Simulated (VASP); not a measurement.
# ZrPdSe3 (P4mm) in VASP: a series of runs, part 3 of 3

VASP 6.6.1. The steps go on from the part before.

## Step 5: Single point, PBE

This run uses another cell than the first one, of 23.36 Å³/atom.

Contents of INCAR:

```
SYSTEM = ZrPdSe3
ALGO = Normal
EDIFF = 1E-7
ENCUT = 520
GGA = PE
ISIF = 2
ISMEAR = 0
LASPH = .True.
LCHARG = .True.
LELF = .True.
LREAL = .False.
LVHAR = .True.
LWAVE = .False.
NBANDS = 28
NELM = 100
PREC = Accurate
SIGMA = 0.1
```

Contents of KPOINTS:

```
k-points
0
Gamma
  10 10 6
  0 0 0
```

Contents of POSCAR:

```
ZrPdSe3
1.0
    4.0848593777      0.0000000000      0.0000000000
    0.0000000000      4.0848593777      0.0000000000
    0.0000000000      0.0000000000      7.0006883413
Zr Pd Se
1 1 3
Direct
    0.0000000000      0.0000000000      0.1789174888
    0.5000000000      0.5000000000      0.6708891446
    0.0000000000      0.5000000000      0.4467874622
    0.5000000000      0.0000000000      0.4467874622
    0.5000000000      0.5000000000      0.0292184621
```

Potentials or basis: VASP PAW PBE potentials, release 64 (Zr_sv, Pd, Se).

Command:

```
$ cat potpaw_PBE.64/Zr_sv/POTCAR potpaw_PBE.64/Pd/POTCAR potpaw_PBE.64/Se/POTCAR > POTCAR
$ mpirun -np 1 vasp_std > vasp.out
```

OUTCAR:

```text
SYSTEM = ZrPdSe3
   EDIFF = 1E-7
   ENCUT = 520
   GGA = PE
   ISIF = 2
   ISMEAR = 0
   LASPH = .True.
   LREAL = .False.
   NELM = 100
   PREC = Accurate

 ion  position               nearest neighbor table
   1  0.000  0.000  0.179-   3 2.77   4 2.77   3 2.77   4 2.77   5 3.07   5 3.07   5 3.07   5 3.07

   2  0.500  0.500  0.671-   5 2.51   4 2.58   3 2.58   4 2.58   3 2.58
   3  0.000  0.500  0.447-   2 2.58   2 2.58   1 2.77   1 2.77
   4  0.500  0.000  0.447-   2 2.58   2 2.58   1 2.77   1 2.77
   5  0.500  0.500  0.029-   2 2.51   1 3.07   1 3.07   1 3.07   1 3.07

  LATTYP: Found a simple tetragonal cell.
 ALAT       =     4.0848593777
 C/A-ratio  =     1.7138137923

  Lattice vectors:

 A1 = (   4.0848593777,   0.0000000000,   0.0000000000)
 A2 = (   0.0000000000,   4.0848593777,   0.0000000000)
 A3 = (   0.0000000000,   0.0000000000,   7.0006883413)

Analysis of symmetry for initial positions (statically):
=====================================================================
 Subroutine PRICEL returns:
 Original cell was already a primitive cell.

 Routine SETGRP: Setting up the symmetry group for a
 simple tetragonal supercell.

 Subroutine GETGRP returns: Found  8 space group operations
 (whereof  8 operations were pure point group operations)
 out of a pool of 16 trial point group operations.

The static configuration has the point symmetry C_4v.

Analysis of symmetry for dynamics (positions and initial velocities):
=====================================================================
 Subroutine PRICEL returns:
 Original cell was already a primitive cell.

 Routine SETGRP: Setting up the symmetry group for a
 simple tetragonal supercell.

 Subroutine GETGRP returns: Found  8 space group operations
 (whereof  8 operations were pure point group operations)
 out of a pool of 16 trial point group operations.

The dynamic configuration has the point symmetry C_4v.

 Subroutine INISYM returns: Found  8 space group operations
 (whereof  8 operations are pure point group operations),
 and found     1 'primitive' translations

----------------------------------------------------------------------------------------

                                     Primitive cell

  volume of cell :     116.8140

  direct lattice vectors                    reciprocal lattice vectors
     4.084859378  0.000000000  0.000000000     0.244806469  0.000000000  0.000000000
     0.000000000  4.084859378  0.000000000     0.000000000  0.244806469  0.000000000
     0.000000000  0.000000000  7.000688341     0.000000000  0.000000000  0.142843096

  length of vectors
     4.084859378  4.084859378  7.000688341     0.244806469  0.244806469  0.142843096

  position of ions in fractional coordinates (direct lattice)
     0.000000000  0.000000000  0.178917489
     0.500000000  0.500000000  0.670889145
     0.000000000  0.500000000  0.446787462
     0.500000000  0.000000000  0.446787462
     0.500000000  0.500000000  0.029218462

  ion indices of the primitive-cell ions
   primitive index   ion index
                 1           1
                 2           2
                 3           3
                 4           4
                 5           5

[... 28 lines left out ...]
  0.000000  0.000000  0.000000      1.000000
  0.100000  0.000000  0.000000      4.000000
  0.200000  0.000000  0.000000      4.000000
  0.300000  0.000000  0.000000      4.000000
  0.400000  0.000000  0.000000      4.000000
  0.500000  0.000000  0.000000      2.000000
[... 16 lines left out ...]
  0.100000  0.000000  0.166667      8.000000
  0.200000  0.000000  0.166667      8.000000
 [... further k-points ...]
   k-points           NKPTS =     84   k-points in BZ     NKDIM =     84   number of bands    NBANDS=     28
   number of dos      NEDOS =    301   number of ions     NIONS =      5
   total plane-waves  NPLWV =  48600
   dimension x,y,z NGX =    30 NGY =   30 NGZ =   54
   dimension x,y,z NGXF=    60 NGYF=   60 NGZF=  108
   ions per type =               1   1   3
   NGX,Y,Z   is equivalent  to a cutoff of  12.21, 12.21, 12.82 a.u.
   NGXF,Y,Z  is equivalent  to a cutoff of  24.42, 24.42, 25.65 a.u.
 SYSTEM =  ZrPdSe3
   PREC   = accura    normal or accurate (medium, high low for compatibility)
   ISTART =      0    job   : 0-new  1-cont  2-samecut
   ICHARG =      2    charge: 1-file 2-atom 10-const
   ISPIN  =      1    spin polarized calculation?
   LNONCOLLINEAR =      F non collinear calculations
   LSORBIT =      F    spin-orbit coupling
   LASPH  =      T    aspherical Exc in radial PAW
   ENCUT  =  520.0 eV  38.22 Ry    6.18 a.u.   7.60  7.60 13.02*2*pi/ulx,y,z
   NELM   =    100;   NELMIN=  2; NELMDL= -5     # of ELM steps
   EDIFF  = 0.1E-06   stopping-criterion for ELM
   LREAL  =      F    real-space projection
   EDIFFG = 0.1E-05   stopping-criterion for IOM
   NSW    =      0    number of steps for IOM
   IBRION =     -1    ionic relax: 0-MD 1-quasi-New 2-CG
   NFREE  =      0    steps in history (QN), initial steepest desc. (CG)
   ISIF   =      2    stress and relaxation
   ISYM   =      2    0-nonsym 1-usesym 2-fastsym
   POTIM  = 0.5000    time-step for ionic-motion
   TEBEG  =    0.0;   TEEND  =   0.0 temperature during run
   PSTRESS=    0.0 pullay stress
   NELECT =      40.0000    total number of electrons
   NUPDOWN=      -1.0000    fix difference up-down
   EMIN   =  10.00;   EMAX   =-10.00  energy-range for DOS
   EFERMI =   0.00;   METHOD = LEGACY
   ISMEAR =     0;   SIGMA  =   0.10  broadening in eV -4-tet -1-fermi 0-gaus
   EFERMI_NEDOS =   21; number of points for ismear=-14 and -15
   IALGO  =     38    algorithm
   IMIX   =      4    mixing-type and parameters
     AMIX     =   0.40;   BMIX     =  1.00
     AMIX_MAG =   1.60;   BMIX_MAG =  1.00
  volume/ion in A,a.u.               =      23.36       157.66
  Fermi-wavevector in a.u.,A,eV,Ry     =   1.145328  2.164356 17.847796  1.311776
  Thomas-Fermi vector in A             =   2.282017
   LORBIT       =      0    0 simple, 1 ext, 2 COOP (PROOUT), +10 PAW based schemes
   GGA     = PE    functional components
   LHFCALC =     F    Hartree Fock is set to
   AEXX    =    0.0000 exact exchange contribution
   IVDW    =     0    specifies the selected vdW correction
   LEPSILON=     F    determine dielectric tensor
   LRPA    =     F    only Hartree local field effects (RPA)
 non-spin polarized calculation
 Gauss-broadening in eV      SIGMA  =   0.10
  energy-cutoff  :      520.00
  volume of cell :      116.81
 maximum number of plane-waves:      3170
   NGX = 15   NGY = 15   NGZ = 27

 number of electron      40.0000006 magnetization

 Free energy of the ion-electron system (eV)
  ---------------------------------------------------
  ext. energy  EPLUGINS =         0.00000000
  ---------------------------------------------------
  free energy    TOTEN  =       -26.85474397 eV

  energy without entropy =      -26.84579781  energy(sigma->0) =      -26.85027089

 E-fermi :   5.8355     XC(G=0):  -9.8866

 val. band max:        5.8354889861   @ k =   0.4000   0.4000   0.1667
 cond. band min:       5.8369088435   @ k =   0.4000   0.0000   0.0000
 fundamental gap:      0.0014198574
 Fermi energy:         5.8355262135

 k-point     1 :       0.0000    0.0000    0.0000
  band No.  band energies     occupation
      1     -44.5559      2.00000
      2     -22.6399      2.00000
      3     -22.4931      2.00000
      4     -22.4931      2.00000
      5      -9.8779      2.00000
      6      -7.4332      2.00000
[... 733 lines left out ...]
     27       8.9129      0.00000
     28      10.2185      0.00000

 [... further k-points ...]

------------------------ aborting loop because EDIFF is reached ----------------------------------------

  FORCE on cell =-STRESS in cart. coord.  units (eV):
  Direction    XX          YY          ZZ          XY          YZ          ZX
  --------------------------------------------------------------------------------------
  -------------------------------------------------------------------------------------
  Total        0.0643231      0.0643231      0.0615691      0.0000000     -0.0000000      0.0000000
  in kB        0.8822322      0.8822322      0.8444592      0.0000000     -0.0000000      0.0000000
  external PRESSURE =       0.8696412 kB  Pullay stress =       0.0000000 kB

 VOLUME and BASIS-vectors are now :
 -----------------------------------------------------------------------------
  energy-cutoff  :      520.00
  volume of cell :      116.81
      direct lattice vectors                 reciprocal lattice vectors
     4.084859378  0.000000000  0.000000000     0.244806469  0.000000000  0.000000000
     0.000000000  4.084859378  0.000000000     0.000000000  0.244806469  0.000000000
     0.000000000  0.000000000  7.000688341     0.000000000  0.000000000  0.142843096

 POSITION                                       TOTAL-FORCE (eV/Angst)
 -----------------------------------------------------------------------------------
      0.00000      0.00000      1.25255         0.000000     -0.000000     -0.019401
      2.04243      2.04243      4.69669        -0.000000      0.000000      0.005846
      0.00000      2.04243      3.12782        -0.000000     -0.000000      0.005351
      2.04243      0.00000      3.12782        -0.000000     -0.000000      0.005351
      2.04243      2.04243      0.20455        -0.000000     -0.000000      0.002853
 -----------------------------------------------------------------------------------
    total drift:                                0.000000      0.000000     -0.000244

  FREE ENERGIE OF THE ION-ELECTRON SYSTEM (eV)
  ---------------------------------------------------
  free  energy   TOTEN  =       -26.8547439725 eV

  energy  without entropy=      -26.8457978091  energy(sigma->0) =      -26.85027089
```

stdout:

```text
POSCAR found type information on POSCAR ZrPdSe
 POSCAR found :  3 types and       5 ions
 scaLAPACK will be used
 LDA part: xc-table for (Slater+PW92), standard interpolation
 POSCAR, INCAR and KPOINTS ok, starting setup
 FFT: planning ... GRIDC
 FFT: planning ... GRID_SOFT
 FFT: planning ... GRID
 WAVECAR not read
 entering main loop
```

It took 5.2 min on 1 thread of Intel Xeon Platinum 8488C (Sapphire Rapids), shared host; peak memory 0.4 GiB.

Results:

* Free energy: -26.8547 eV
* Pressure: 0.1 GPa
* Largest force: 0.019 eV/Å
* Band gap on the k mesh: zero (bands 20 and 21 overlap by 1.23 eV)

Forces in eV/Å, atoms in the order of the input:
```
Zr   0.000  0.000 -0.019
Pd   0.000  0.000  0.006
Se   0.000  0.000  0.005
Se   0.000  0.000  0.005
Se   0.000  0.000  0.003
```

## Step 6: Summary

```csv
task,cell,k mesh,cutoff (eV),gap on the mesh (eV),pressure (GPa),largest force (eV/Å)
single point,"a = 4.424, b = 4.424, c = 5.605 Å, 5 atoms, atomic positions A",4 × 4 × 4,520,none,0.3,1.67
single point,"a = 4.111, b = 4.111, c = 6.952 Å, 5 atoms, atomic positions B",4 × 4 × 4,520,none,0.1,0.01
relaxation of cell and atoms,"relaxed from a = 4.424, b = 4.424, c = 5.605 Å, 5 atoms, atomic positions A",4 × 4 × 4,600,none,0.0,0.01
single point,"a = 4.085, b = 4.085, c = 7.001 Å, 5 atoms, atomic positions C",10 × 10 × 6,520,none,0.1,0.02
```

Alike in all rows: level PBE; potentials or basis VASP PAW PBE potentials, release 64 (Zr_sv, Pd, Se); no spin polarisation; smearing gaussian 0.1 eV.

Caveats: some runs use coarse meshes; forces of over 1 eV/Å act on the atoms, so gaps and moduli don't describe the material at rest (at least some runs); a cell axis changed by over 15 % at a fixed basis, so the end point is rough (at least some runs).

Absolute energies hang on the potentials; compare differences alone.
